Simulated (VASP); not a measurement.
# Si2Ni: relaxation of cell and atoms with PBEsol

Si2Ni:

```
Si Ni
1.0
     0.00000    2.69316    2.69316
     2.69316    0.00000    2.69316
     2.69316    2.69316    0.00000
Si Ni
2 1
Direct
  0.25000 0.25000 0.25000
  0.75000 0.75000 0.75000
  0.00000 0.00000 0.00000
```

```
Program                : VASP 6.6.1
Task                   : relaxation of cell and atoms
Functional             : PBEsol
Potentials or basis    : VASP PAW PBE potentials, release 64 (Si, Ni)
Cutoff                 : 600 eV
k mesh                 : 14 × 14 × 14
Occupations            : gaussian, width 0.1 eV
Spin                   : no spin polarisation
Dipole correction      : no
Further INCAR settings : ALGO = Normal; EDIFF = 1e-06; IBRION = 2; EDIFFG = -0.005; NSW = 100; ISIF = 3
```

* Relaxed volume: 13.07 Å³/atom
* Relaxed cell: a = 3.814 Å, b = 3.814 Å, c = 3.814 Å, α = 60.00°, β = 60.00°, γ = 60.00°
* Space group after relaxing (to 0.1 Å): Fm-3m (No. 225)
* Energy gained by relaxing: 0.1 meV/atom
* Ionic steps: 3
* Pressure after relaxing: 0.0 GPa
* Band gap on the k mesh: zero (bands 9 and 10 overlap by 2.13 eV)

The path:
| step | energy change (eV) | largest force (eV/Å) | pressure (GPa) | volume (Å³) |
| --- | --- | --- | --- | --- |
| 1 | 0.0000 | 0.0000 | 0.43 | 39.07 |
| 2 | -0.0002 | 0.0000 | -0.20 | 39.26 |
| 3 | -0.0002 | 0.0000 | -0.02 | 39.22 |

Final structure:
```cif
data_structure
_symmetry_space_group_name_H-M 'P 1'
_symmetry_Int_Tables_number 1
_cell_length_a 3.8136
_cell_length_b 3.8136
_cell_length_c 3.8136
_cell_angle_alpha 60.000
_cell_angle_beta 60.000
_cell_angle_gamma 60.000
_cell_volume 39.22
loop_
_atom_site_label
_atom_site_type_symbol
_atom_site_fract_x
_atom_site_fract_y
_atom_site_fract_z
_atom_site_occupancy
Si1 Si 0.25000 0.25000 0.25000 1
Si2 Si 0.75000 0.75000 0.75000 1
Ni1 Ni 0.00000 0.00000 0.00000 1
```

Levels at points of the mesh, in eV from the Fermi level:
```
           k point  band 5  band 6  band 7  band 8  band 9  band 10  band 11  band 12  band 13
(0.00, 0.00, 0.00)   -3.60   -3.60   -0.26    1.68    1.68     1.68     2.20     2.20     2.20
(0.50, 0.00, 0.00)   -3.81   -3.42   -3.42   -1.50   -1.50     1.71     1.77     1.77     2.61
(0.50, 0.50, 0.00)   -4.61   -3.70   -3.70   -3.53   -3.19    -0.45     1.29     7.71     8.32
```

It took 61 s on 1 thread of AMD EPYC 9R45 96-Core Processor (Zen 5), on a shared host, peak memory 0.19 GiB.

Caveat: the PAW data sets were made with another functional, which shifts forces and pressure a little. Spin polarisation is off, so any magnetic state and its effect on volume and gap are missing.
